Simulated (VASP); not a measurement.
A run of VASP 6.6.1 is set up as follows.

Contents of INCAR:

```
PREC = Accurate
ENCUT = 520
EDIFF = 1E-7
ISMEAR = 0
SIGMA = 0.05
LREAL = False
LASPH = True
NELM = 150
ALGO = Normal
ISIF = 2
LWAVE = False
LCHARG = True
ISPIN = 2
MAGMOM = 0 0 0 0 2
LORBIT = 11
LDIPOL = True
IDIPOL = 3
DIPOL = 0.5 0.5 0.327
GGA = PE
IVDW = 12
LELF = True
LVHAR = True
LVACPOTAV = True
NBANDS = 23
```

The input KPOINTS:

```
regular mesh
0
Gamma
  7 7 1
```

The input POSCAR:

```
Si4O
1.0
    3.8333442603      0.0000000000      0.0000000000
    0.0000000000      3.8333442603      0.0000000000
    0.0000000000      0.0000000000     21.1034818054
Si O
4 1
Direct
    0.0000000000      0.5000000000      0.1895421825
    0.0000000000      0.0000000000      0.2537634268
    0.5000000000      0.0000000000      0.3207061911
    0.5000000000      0.5000000000      0.3839879068
    0.7500000000      0.5000000000      0.4882361072
```

Potentials or basis: VASP PAW PBE potentials, release 64 (Si, O).

The run is started by

```bash
$ cat potpaw_PBE.64/Si/POTCAR potpaw_PBE.64/O/POTCAR > POTCAR
$ mpirun -np 1 vasp_std > vasp.out
```

Task: Estimate the site moments.

Result: Si -0.01, -0.00, -0.04 (each value once); O +0.89 μB.

Task: Estimate the net moment.

Result: 0.99 μB per cell.

Forces on the atoms (eV/Å):
```
Si  -0.047  0.000 -0.126
Si   0.111  0.000  0.355
Si  -0.025  0.000  0.220
Si   1.012  0.000  2.877
O   -1.052  0.000 -3.327
```
